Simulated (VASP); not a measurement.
Wanted: the native input for a VASP 6.6.1 run.

- Task: single point
- Functional: revPBE
- Dispersion: D4
- Potentials or basis: VASP PAW PBE potentials, release 64 (Ba_sv, S)
- Cutoff: 520 eV
- k mesh: 7 × 7 × 7
- Occupations: fermi-dirac, width 0.05 eV
- Spin: no spin polarisation
- Dipole correction: no
- Further INCAR settings: ALGO = Normal; EDIFF = 1e-06; NBANDS = 15

The structure of BaS lies in POSCAR:

```
BaS
1.0
    0.0000000000      3.1983999387      3.1983999387
    3.1983999387      0.0000000000      3.1983999387
    3.1983999387      3.1983999387      0.0000000000
Ba S
1 1
Direct
    0.0000000000      0.0000000000      0.0000000000
    0.5000000000      0.5000000000      0.5000000000
```

One way to write it, as run:

INCAR

```
PREC = Accurate
ENCUT = 520
EDIFF = 1E-6
ISMEAR = -1
SIGMA = 0.05
LREAL = F
LASPH = T
NELM = 80
ALGO = Normal
ISIF = 2
LWAVE = F
LCHARG = F
GGA = RE
IVDW = 13
NBANDS = 15
```

KPOINTS

```
regular mesh
0
Gamma
  7 7 7
```

Potentials or basis: VASP PAW PBE potentials, release 64 (Ba_sv, S).

Command:

```bash
$ cat potpaw_PBE.64/Ba_sv/POTCAR potpaw_PBE.64/S/POTCAR > POTCAR
$ mpirun -np 1 vasp_std > vasp.out
```

Results of the run:

| Item | Value |
| --- | --- |
| Pressure | 0.5 GPa |
| Band gap on the k mesh | 2.28 eV, indirect (least direct gap 2.43 eV) |
| Dispersion energy per atom | -0.328 eV |

Caveat: the PAW data sets were made with another functional, which shifts forces and pressure a little; spin-orbit coupling is left out, which moves the levels of the heavy elements.

Run time: 18 s on 1 thread of Intel(R) Xeon(R) Platinum 8259CL CPU @ 2.50GHz (Skylake/Cascade Lake), on a shared host, peak memory 0.2 GiB.
